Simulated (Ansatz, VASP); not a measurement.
Two plane-wave programs on FeO

Contents of INCAR:

```
PREC = Accurate ; ENCUT = 600
EDIFF = 1E-6 ; ISMEAR = 0
SIGMA = 0.05 ; LREAL = F
LASPH = T ; NELM = 200
ALGO = Normal ; ISIF = 2
LWAVE = F ; LCHARG = T
ISPIN = 2 ; MAGMOM = 3.82 0.21
LORBIT = 11 ; LMAXMIX = 4
LDAU = T ; LDAUTYPE = 2
LDAUL = 2 -1 ; LDAUU = 5 0
LDAUJ = 0 0 ; LDAUPRINT = 1
GGA = PS ; LELF = T
LVHAR = T ; NBANDS = 22
GGA_COMPAT = F
```

File KPOINTS:

```
regular mesh
0
Gamma
  8 8 8
```

Contents of POSCAR:

```
FeO
1.0
    0.0000000000      2.1554001600      2.1554001600
    2.1554001600      0.0000000000      2.1554001600
    2.1554001600      2.1554001600      0.0000000000
Fe O
1 1
Direct
    0.0000000000      0.0000000000      0.0000000000
    0.5000000000      0.5000000000      0.5000000000
```

Input for Ansatz:

```yaml
crystal:
  lattice:
    - [0.0, 2.15540016, 2.15540016]
    - [2.15540016, 0.0, 2.15540016]
    - [2.15540016, 2.15540016, 0.0]
  atoms:
    - { symbol: Fe, position: [0.0, 0.0, 0.0], spin: 4.0 }
    - { symbol: O, position: [0.5, 0.5, 0.5] }
basis:
  ecutwfc: 420
  ecutrho_ratio: 4
kpoints:
  mp_grid: { grid: [8, 8, 8] }
hamiltonian:
  xc: pbesol
  hubbard:
    sites:
      - { site: 0, l: d, u_eff: 5.0, starting_ns: [{ spin: up, occupation_matrix: s0up }, { spin: down, occupation_matrix: s0down }] }
    occupation_matrices:
      s0up:
        matrix:
          - [0.97, 0.0, 0.0, 0.0, 0.0]
          - [0.0, 0.97, 0.0, 0.0, 0.0]
          - [0.0, 0.0, 0.97, 0.0, 0.0]
          - [0.0, 0.0, 0.0, 0.97, 0.0]
          - [0.0, 0.0, 0.0, 0.0, 0.97]
      s0down:
        matrix:
          - [0.02, 0.0, 0.0, 0.0, 0.0]
          - [0.0, 0.02, 0.0, 0.0, 0.0]
          - [0.0, 0.0, 0.02, 0.0, 0.0]
          - [0.0, 0.0, 0.0, 0.02, 0.0]
          - [0.0, 0.0, 0.0, 0.0, 0.97]
    ns_hold: { iters: 10 }
scf:
  occupations: { method: gaussian, width: 0.05 }
  lower_state_search: "off"
  max_iter: 150
output:
  forces: true
  stress: true
  eigenvalues: true
  populations: true
  hubbard: { sites: [{ site: 0, l: d }] }
  write_density: true
  write_potential: true
  elf: true
  volumetric_format: npy
magnetization:
  spin_polarized: true
```

Alike in both runs: task single point; functional PBEsol; k mesh 8 × 8 × 8; occupations gaussian, width 0.05 eV; collinear spin; Hubbard terms Fe d U = 5.0 eV.

```csv
,VASP,Ansatz
version,VASP 6.6.1,Ansatz 0.2.0
potentials or method,"VASP PAW PBE potentials, release 64 (Fe_sv, O), cutoff 600 eV","scalar-relativistic, plane waves, PAW"
valence electrons in the cell,22,22
```

Ansatz gave:

* pressure (GPa): 7.8
* traceless stress, the component that is largest in VASP (GPa): 4.47
* net moment per atom (μB): 2.00
* size of the moment on the site where the two differ most (μB): 3.47

**Question.** Estimate VASP's values.

**Answer.** Pressure (GPa): -9.1; traceless stress, the component that is largest in VASP (GPa): 0.00; net moment per atom (μB): 2.00; size of the moment on the site where the two differ most (μB): 3.68.

VASP's potentials were made for PBE, not for PBEsol. Site moments also hang on the region over which each program counts them. The programs project onto different local orbitals, so the same U acts differently, and such runs can settle in different states. Ansatz's warnings: symmetry narrowed by occupation matrices.
